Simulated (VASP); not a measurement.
# AlInAsP3 (P-6m2) in VASP: further runs

Runs on AlInAsP3. Level: PBE. Tasks: relaxation of cell and atoms, single point.

Everything below comes from runs of VASP 6.6.1. Logs are shortened: lines on timing, memory, paths and dates and some standing lists are left out, and cuts for length are marked.

## 1. The cell of the first run

The structure is hexagonal, space group P-6m2 (No. 187). Conventional cell: a = 5.848 Å, b = 5.848 Å, c = 4.300 Å, α = 90.00°, β = 90.00°, γ = 120.00°. Al (site symmetry -6m2) has 6 P at 2.73 Å and 3 As at 3.38 Å and 3 In at 3.38 Å within 3.6 Å. In (site symmetry -6m2) has 6 P at 2.74 Å and 3 Al at 3.38 Å and 3 As at 3.38 Å within 3.6 Å. P (site symmetry mm2) has 2 Al at 2.73 Å and 2 In at 2.74 Å and 4 P at 2.91 to 2.94 Å and 4 As at 3.63 Å within 3.7 Å. Within 4.4 Å of As (site symmetry -6m2) lie 3 Al at 3.38 Å and 3 In at 3.38 Å and 12 P at 3.63 Å and 2 As at 4.30 Å.

The cell was built from a structure type or drawn by symmetry, and may not be a known phase.

## 2. Relaxation of cell and atoms, PBE

Input file INCAR:

```
ALGO = Normal
EDIFF = 1E-7
EDIFFG = -0.04
ENCUT = 500
GGA = PE
GGA_COMPAT = F
IBRION = 2
ISIF = 3
ISMEAR = 0
LASPH = T
LCHARG = F
LREAL = F
LWAVE = F
NELM = 120
NELMIN = 4
NSW = 90
PREC = Accurate
SIGMA = 0.1
```

Input file KPOINTS:

```
k-points
0
Gamma
  3 3 4
```

Input file POSCAR:

```
AlInAsP3
1.0
    5.8482433200      0.0000000000      0.0000000000
   -2.9241216600      5.0647272800      0.0000000000
    0.0000000000      0.0000000000      4.2998960100
Al In P As
1 1 3 1
Direct
    0.3333333300      0.6666666700      0.0000000000
    0.0000000000      0.0000000000      0.0000000000
    0.6650506700      0.8325253300      0.5000000000
    0.1674746700      0.8325253300      0.5000000000
    0.1674746700      0.3349493300      0.5000000000
    0.6666666700      0.3333333300      0.0000000000
```

Potentials or basis: VASP PAW PBE potentials, release 64 (Al, In_d, P, As).

Command:

```console
$ cat potpaw_PBE.64/Al/POTCAR potpaw_PBE.64/In_d/POTCAR potpaw_PBE.64/P/POTCAR potpaw_PBE.64/As/POTCAR > POTCAR
$ mpirun -np 1 vasp_std > vasp.out
```

OUTCAR:

```text
EDIFF = 1E-7
   EDIFFG = -0.04
   ENCUT = 500
   GGA = PE
   IBRION = 2
   ISIF = 3
   ISMEAR = 0
   LASPH = T
   LREAL = F
   NELM = 120
   NELMIN = 4
   NSW = 90
   PREC = Accurate

 ion  position               nearest neighbor table
   1  0.333  0.667  0.000-   4 2.73   4 2.73   5 2.73   5 2.73   3 2.73   3 2.73   2 3.38   2 3.38
                             2 3.38
   2  0.000  0.000  0.000-   5 2.74   5 2.74   3 2.74   3 2.74   4 2.74   4 2.74   6 3.38   1 3.38
                             1 3.38   6 3.38   6 3.38   1 3.38
   3  0.665  0.833  0.500-   1 2.73   1 2.73   2 2.74   2 2.74   5 2.91   4 2.91   5 2.94   4 2.94

   4  0.167  0.833  0.500-   1 2.73   1 2.73   2 2.74   2 2.74   5 2.91   3 2.91   5 2.94   3 2.94

   5  0.167  0.335  0.500-   1 2.73   1 2.73   2 2.74   2 2.74   3 2.91   4 2.91   4 2.94   3 2.94

   6  0.667  0.333  0.000-   2 3.38   2 3.38   2 3.38

  LATTYP: Found a hexagonal cell.
 ALAT       =     5.8482433200
 C/A-ratio  =     0.7352457438

  Lattice vectors:

 A1 = (   5.8482433200,   0.0000000000,   0.0000000000)
 A2 = (  -2.9241216600,   5.0647272800,   0.0000000000)
 A3 = (   0.0000000000,   0.0000000000,   4.2998960100)

Analysis of symmetry for initial positions (statically):
=====================================================================
 Subroutine PRICEL returns:
 Original cell was already a primitive cell.

 Routine SETGRP: Setting up the symmetry group for a
 hexagonal supercell.

 Subroutine GETGRP returns: Found 12 space group operations
 (whereof 12 operations were pure point group operations)
 out of a pool of 24 trial point group operations.

The static configuration has the point symmetry D_3h.

Analysis of symmetry for dynamics (positions and initial velocities):
=====================================================================
 Subroutine PRICEL returns:
 Original cell was already a primitive cell.

 Routine SETGRP: Setting up the symmetry group for a
 hexagonal supercell.

 Subroutine GETGRP returns: Found 12 space group operations
 (whereof 12 operations were pure point group operations)
 out of a pool of 24 trial point group operations.

The dynamic configuration has the point symmetry D_3h.

 Subroutine INISYM returns: Found 12 space group operations
 (whereof 12 operations are pure point group operations),
 and found     1 'primitive' translations

----------------------------------------------------------------------------------------

                                     Primitive cell

  volume of cell :     127.3619

  direct lattice vectors                    reciprocal lattice vectors
     5.848243320  0.000000000  0.000000000     0.170991518  0.098721999  0.000000000
    -2.924121660  5.064727280  0.000000000     0.000000000  0.197443997  0.000000000
     0.000000000  0.000000000  4.299896010     0.000000000  0.000000000  0.232563764

  length of vectors
     5.848243320  5.848243318  4.299896010     0.197443997  0.197443997  0.232563764

  position of ions in fractional coordinates (direct lattice)
     0.333333330  0.666666670  0.000000000
     0.000000000  0.000000000  0.000000000
     0.665050670  0.832525330  0.500000000
     0.167474670  0.832525330  0.500000000
     0.167474670  0.334949330  0.500000000
     0.666666670  0.333333330  0.000000000

  ion indices of the primitive-cell ions
   primitive index   ion index
                 1           1
                 2           2
                 3           3
                 4           4
                 5           5
                 6           6

----------------------------------------------------------------------------------------

 KPOINTS: k-points

Automatic generation of k-mesh.
 Grid dimensions read from file:
 generate k-points for:    3    3    4

 Generating k-lattice:

  Cartesian coordinates                     Fractional coordinates (reciprocal lattice)
     0.056997173  0.032907333  0.000000000     0.333333333  0.000000000  0.000000000
     0.000000000  0.065814666  0.000000000     0.000000000  0.333333333  0.000000000
     0.000000000  0.000000000  0.058140941     0.000000000  0.000000000  0.250000000

  Length of vectors
     0.065814666  0.065814666  0.058140941

  Shift w.r.t. Gamma in fractional coordinates (k-lattice)
     0.000000000  0.000000000  0.000000000

 Subroutine IBZKPT returns following result:
 ===========================================

 Found      9 irreducible k-points:

 Following reciprocal coordinates:
            Coordinates               Weight
  0.000000  0.000000  0.000000      1.000000
  0.333333  0.000000  0.000000      6.000000
  0.333333  0.333333  0.000000      2.000000
  0.000000  0.000000  0.250000      2.000000
  0.333333  0.000000  0.250000     12.000000
  0.333333  0.333333  0.250000      4.000000
  0.000000  0.000000  0.500000      1.000000
  0.333333  0.000000  0.500000      6.000000
  0.333333  0.333333  0.500000      2.000000
   k-points           NKPTS =      9   k-points in BZ     NKDIM =      9   number of bands    NBANDS=     22
   number of dos      NEDOS =    301   number of ions     NIONS =      6
   total plane-waves  NPLWV =  73728
   dimension x,y,z NGX =    48 NGY =   48 NGZ =   32
   dimension x,y,z NGXF=    96 NGYF=   96 NGZF=   64
   ions per type =               1   1   3   1
   NGX,Y,Z   is equivalent  to a cutoff of  13.64, 13.64, 12.37 a.u.
   NGXF,Y,Z  is equivalent  to a cutoff of  27.29, 27.29, 24.74 a.u.
 SYSTEM =  unknown system
   PREC   = accura    normal or accurate (medium, high low for compatibility)
   ISTART =      0    job   : 0-new  1-cont  2-samecut
   ICHARG =      2    charge: 1-file 2-atom 10-const
   ISPIN  =      1    spin polarized calculation?
   LNONCOLLINEAR =      F non collinear calculations
   LSORBIT =      F    spin-orbit coupling
   LASPH  =      T    aspherical Exc in radial PAW
   ENCUT  =  500.0 eV  36.75 Ry    6.06 a.u.  10.66 10.66  7.84*2*pi/ulx,y,z
   NELM   =    120;   NELMIN=  4; NELMDL= -5     # of ELM steps
   EDIFF  = 0.1E-06   stopping-criterion for ELM
   LREAL  =      F    real-space projection
   EDIFFG = -.4E-01   stopping-criterion for IOM
   NSW    =     90    number of steps for IOM
   IBRION =      2    ionic relax: 0-MD 1-quasi-New 2-CG
   NFREE  =      1    steps in history (QN), initial steepest desc. (CG)
   ISIF   =      3    stress and relaxation
   ISYM   =      2    0-nonsym 1-usesym 2-fastsym
   POTIM  = 0.5000    time-step for ionic-motion
   TEBEG  =    0.0;   TEEND  =   0.0 temperature during run
   PSTRESS=    0.0 pullay stress
   NELECT =      36.0000    total number of electrons
   NUPDOWN=      -1.0000    fix difference up-down
   EMIN   =  10.00;   EMAX   =-10.00  energy-range for DOS
   EFERMI =   0.00;   METHOD = LEGACY
   ISMEAR =     0;   SIGMA  =   0.10  broadening in eV -4-tet -1-fermi 0-gaus
   EFERMI_NEDOS =   21; number of points for ismear=-14 and -15
   IALGO  =     38    algorithm
   IMIX   =      4    mixing-type and parameters
     AMIX     =   0.40;   BMIX     =  1.00
     AMIX_MAG =   1.60;   BMIX_MAG =  1.00
  volume/ion in A,a.u.               =      21.23       143.25
  Fermi-wavevector in a.u.,A,eV,Ry     =   1.074391  2.030305 15.705434  1.154317
  Thomas-Fermi vector in A             =   2.210218
   LORBIT       =      0    0 simple, 1 ext, 2 COOP (PROOUT), +10 PAW based schemes
   GGA     = PE    functional components
   LHFCALC =     F    Hartree Fock is set to
   AEXX    =    0.0000 exact exchange contribution
   IVDW    =     0    specifies the selected vdW correction
   LEPSILON=     F    determine dielectric tensor
   LRPA    =     F    only Hartree local field effects (RPA)
 conjugate gradient relaxation of ions
 non-spin polarized calculation
 Gauss-broadening in eV      SIGMA  =   0.10
  energy-cutoff  :      500.00
  volume of cell :      127.36
 maximum number of plane-waves:      3292
 NGX is ok and might be reduce to    42
   NGX = 21   NGY = 21   NGZ = 15

--------------------------------------- Ionic step        1  -------------------------------------------

 number of electron      35.9999999 magnetization

 Free energy of the ion-electron system (eV)
  ---------------------------------------------------
  ext. energy  EPLUGINS =         0.00000000
  ---------------------------------------------------
  free energy    TOTEN  =       -22.93111882 eV

  energy without entropy =      -22.91636266  energy(sigma->0) =      -22.92374074

------------------------ aborting loop because EDIFF is reached ----------------------------------------

  FORCE on cell =-STRESS in cart. coord.  units (eV):
  Direction    XX          YY          ZZ          XY          YZ          ZX
  --------------------------------------------------------------------------------------
  -------------------------------------------------------------------------------------
  Total       -2.7885363     -2.7885363     -4.2169381      0.0000000     -0.0000000      0.0000000
  in kB      -35.0790183    -35.0790183    -53.0479199      0.0000000     -0.0000000      0.0000000
  external PRESSURE =     -41.0686522 kB  Pullay stress =       0.0000000 kB
[... 101 lines left out ...]
  FREE ENERGIE OF THE ION-ELECTRON SYSTEM (eV)
  ---------------------------------------------------
  free  energy   TOTEN  =       -23.2028162539 eV

  energy  without entropy=      -23.1897668104  energy(sigma->0) =      -23.19629153

 E-fermi :   6.2965     XC(G=0):  -9.9735

 val. band max:        6.2364421999   @ k =   0.3333   0.0000   0.2500
 cond. band min:       6.3074098569   @ k =   0.3333   0.0000   0.0000
 fundamental gap:      0.0709676569
 Fermi energy:         6.2964773253

 k-point     1 :       0.0000    0.0000    0.0000
  band No.  band energies     occupation
      1      -8.6769      2.00000
      2      -8.4123      2.00000
      3      -8.3928      2.00000
      4      -8.3928      2.00000
      5      -8.3664      2.00000
      6      -8.3664      2.00000
[... 199 lines left out ...]
      6      -8.0627      2.00000
[... 14 lines left out ...]
     21       8.3194      0.00000
     22       8.8784      0.00000

[... ionic steps 4 to 46 ...]

--------------------------------------- Ionic step       47  -------------------------------------------

 number of electron      36.0000018 magnetization

------------------------ aborting loop because EDIFF is reached ----------------------------------------

  FORCE on cell =-STRESS in cart. coord.  units (eV):
  Direction    XX          YY          ZZ          XY          YZ          ZX
  --------------------------------------------------------------------------------------
  -------------------------------------------------------------------------------------
  Total        0.0618686      0.0618686      0.0729709      0.0000000      0.0000000      0.0000000
  in kB        0.8644778      0.8644778      1.0196073      0.0000000      0.0000000      0.0000000
  external PRESSURE =       0.9161877 kB  Pullay stress =       0.0000000 kB
[... 65 lines left out ...]
  energy  without entropy=      -24.9541152470  energy(sigma->0) =      -24.97103048

--------------------------------------- Ionic step       49  -------------------------------------------

 number of electron      36.0000013 magnetization

 Free energy of the ion-electron system (eV)
  ---------------------------------------------------
  ext. energy  EPLUGINS =         0.00000000
  ---------------------------------------------------
  free energy    TOTEN  =       -24.98817020 eV

  energy without entropy =      -24.95500931  energy(sigma->0) =      -24.97158976

 E-fermi :   7.1304     XC(G=0): -10.3353

 val. band max:        7.1107131101   @ k =   0.3333   0.0000   0.2500
 cond. band min:       7.1727323570   @ k =   0.3333   0.0000   0.5000
 fundamental gap:      0.0620192469
 Fermi energy:         7.1304167760

 k-point     1 :       0.0000    0.0000    0.0000
  band No.  band energies     occupation
      1      -7.8419      2.00000
      2      -7.8010      2.00000
      3      -7.8010      2.00000
      4      -7.7054      2.00000
      5      -7.7054      2.00000
      6      -7.4134      2.00000
[... 247 lines left out ...]
  FREE ENERGIE OF THE ION-ELECTRON SYSTEM (eV)
  ---------------------------------------------------
  free  energy   TOTEN  =       -24.9881702014 eV

  energy  without entropy=      -24.9550093132  energy(sigma->0) =      -24.97158976

 reached required accuracy - stopping structural energy minimisation
```

Wall time 12 min (1 thread of AMD EPYC 9R45 (Zen 5), shared host); peak memory 0.25 GiB.

Results:

```
Free energy                           : -24.9882 eV
Relaxed volume                        : 19.16 Å³/atom
Relaxed cell                          : a = 5.013 Å, b = 5.013 Å, c = 5.282 Å, α = 90.00°, β = 90.00°, γ = 120.00°
Space group after relaxing (to 0.1 Å) : P-6m2 (No. 187)
Energy gained by relaxing             : 342.8 meV/atom
Ionic steps                           : 49
Pressure after relaxing               : -0.3 GPa
Largest force after relaxing          : 0.006 eV/Å
Band gap on the k mesh                : zero (bands 18 and 19 overlap by 2.44 eV)
```

Forces on the atoms (eV/Å):
```
Al   0.000  0.000  0.000
In   0.000  0.000  0.000
P   -0.005 -0.003  0.000
P    0.005 -0.003  0.000
P    0.000  0.006  0.000
As   0.000  0.000  0.000
```

The path:
```csv
step,energy change (eV),largest force (eV/Å),pressure (GPa),volume (Å³)
1,0.0000,0.8208,-4.11,127.36
3,-0.2717,1.2572,2.92,113.98
5,-0.6521,0.4565,12.23,107.38
7,-0.7433,0.2221,10.07,108.35
9,-0.9321,0.1764,7.51,111.63
11,-1.0624,0.8559,6.43,116.66
13,-1.2633,0.3247,-0.32,126.54
15,-1.2648,0.2295,0.21,125.57
17,-1.2790,0.1030,0.11,126.67
19,-1.2944,0.1055,-0.21,128.84
21,-1.4287,0.1355,-1.97,133.40
23,-1.5394,0.4678,-2.79,137.02
25,-1.5430,0.5698,-2.84,137.42
27,-1.5495,0.7833,-2.90,138.01
29,-1.5703,0.7843,-2.84,137.38
31,-1.6589,0.7964,-2.48,134.56
33,-1.8998,1.0902,0.08,123.39
35,-1.9171,1.4615,1.99,118.63
37,-2.0397,0.1986,0.01,116.49
39,-2.0466,0.0671,-0.39,115.71
41,-2.0481,0.0639,-0.24,115.28
43,-2.0501,0.0013,0.32,114.12
45,-2.0534,0.0216,0.18,114.39
47,-2.0567,0.0587,0.09,114.66
49,-2.0571,0.0057,-0.26,114.96
```

Final structure:
```
Al In P As
1.0
     5.01288    0.00000    0.00000
    -2.50644    4.34128    0.00000
     0.00000    0.00000    5.28232
Al In P As
1 1 3 1
Direct
  0.33333 0.66667 0.00000
  0.00000 0.00000 0.00000
  0.63506 0.81753 0.50000
  0.18247 0.81753 0.50000
  0.18247 0.36494 0.50000
  0.66667 0.33333 0.00000
```

Caveat: the k points lie up to 0.48 Å⁻¹ apart in the final cell, too coarse for converged energies and pressures of a metal; a cell axis changed by over 15 % at a fixed basis, so the end point is rough; spin-orbit coupling is left out, which moves the levels of the heavy elements.

[end of part 1 of 2]
